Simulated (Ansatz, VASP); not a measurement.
Ti in VASP and in Ansatz

INCAR

```
SYSTEM = Ti
PREC     = Accurate       ! precision mode
ENCUT    = 500            ! plane-wave cutoff, eV
EDIFF    = 1E-7           ! SCF threshold, eV
ISMEAR   = 0              ! smearing method
SIGMA    = 0.1            ! smearing width, eV
LREAL    = .False.        ! projectors in reciprocal space
LASPH    = .True.         ! aspherical terms in the spheres
NELM     = 120            ! most SCF steps
ALGO     = Normal         ! electronic algorithm
ISIF     = 3              ! what is computed and relaxed
LWAVE    = .False.        ! write WAVECAR
LCHARG   = .False.        ! write CHGCAR
GGA      = PS             ! functional
IBRION   = 2              ! ionic algorithm
NSW      = 80             ! ionic steps
EDIFFG   = -0.05          ! ionic threshold
GGA_COMPAT= .False.      
NELMIN   = 4
```

Contents of KPOINTS:

```
Automatic mesh
0
Gamma
  8 8 8
  0 0 0
```

Contents of POSCAR:

```
Ti
1.0
    0.0000000000      2.0885067041      2.0885067041
    2.0885067041      0.0000000000      2.0885067041
    2.0885067041      2.0885067041      0.0000000000
Ti
1
Direct
    0.0000000000      0.0000000000      0.0000000000
```

Input for Ansatz:

```yaml
crystal:
  lattice:
    - [0.0, 2.0885067041, 2.0885067041]
    - [2.0885067041, 0.0, 2.0885067041]
    - [2.0885067041, 2.0885067041, 0.0]
  atoms:
    - { symbol: Ti, position: [0.0, 0.0, 0.0] }
basis:
  ecutwfc: 420
kpoints:
  mp_grid: { grid: [8, 8, 8] }
hamiltonian:
  xc: pbesol
scf:
  occupations: { method: gaussian, width: 0.1 }
output:
  forces: true
  stress: true
  eigenvalues: true
relax:
  adjacent_minimum: "off"
  f_tol: 0.05
  max_steps: 60
  cell: { stress_tol: 0.5 }
```

Alike in both runs: task relaxation of cell and atoms; functional PBEsol; k mesh 8 × 8 × 8; occupations gaussian, width 0.1 eV; no spin polarisation.

|  | VASP | Ansatz |
| --- | --- | --- |
| version | VASP 6.6.1 | Ansatz 0.2.0 |
| potentials or method | VASP PAW PBE potentials, release 64 (Ti_sv), cutoff 500 eV | scalar-relativistic, plane waves, PAW |
| valence electrons in the cell | 12 | 12 |

```csv
,VASP,Ansatz,Ansatz less VASP
"gap on the k mesh at the Fermi level, each at its own relaxed structure (eV)",none,none,-
relaxed volume (Å³/atom),16.64,16.68,+0.036
relaxed cell length with the largest relative difference (Å),2.866,2.868,+0.0021
```

VASP's potentials were made for PBE, not for PBEsol. A gap of «none» marks a metal or a gap that the smearing closes.
